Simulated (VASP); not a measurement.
# Sb: single point with PBEsol

Sb:

```xyz
2
Lattice="2.1577 1.2458 3.7564 -2.1577 1.2458 3.7564 0.0000 -2.4915 3.7564" Properties=species:S:1:pos:R:3 pbc="T T T"
Sb    0.0000    0.0000    2.6330
Sb    0.0000    0.0000    8.6364
```

This cell differs from its parent crystal: volume scaled by 1.01.

- Program: VASP 6.6.1
- Task: single point
- Functional: PBEsol
- Potentials or basis: VASP PAW PBE potentials, release 64 (Sb)
- Cutoff: 520 eV
- k mesh: 9 × 9 × 9
- Occupations: fermi-dirac, width 0.05 eV
- Spin: no spin polarisation
- Dipole correction: no
- Further INCAR settings: ALGO = Normal; EDIFF = 1e-06; NBANDS = 12

```yaml
Pressure: 0.0 GPa
Largest_force: 0.147 eV/Å
Band_gap_on_the_k_mesh: 0.09 eV, indirect (least direct gap 0.49 eV)
```

Forces in eV/Å, atoms in the order of the input:
```
Sb   0.000  0.000  0.147
Sb   0.000  0.000 -0.147
```

Stress tensor (GPa, compression positive):
```
 0.17  0.00  0.00
 0.00  0.17  0.00
 0.00  0.00 -0.29
```

Levels at points of the mesh, in eV from the valence-band top:
| k point | band 3 | band 4 | band 5 | band 6 | band 7 | band 8 |
| --- | --- | --- | --- | --- | --- | --- |
| (0.00, 0.00, 0.00) | -1.96 | -1.70 | -1.70 | 2.15 | 2.78 | 2.78 |

Run time: 59 s on 1 thread of AMD EPYC 7R43 64-Core Processor (Zen 3), with other jobs on the host, peak memory 0.19 GiB.

Caveat: the PAW data sets were made with another functional, which shifts forces and pressure a little; spin-orbit coupling is left out, which moves the levels of the heavy elements. A k mesh can miss the band edges.
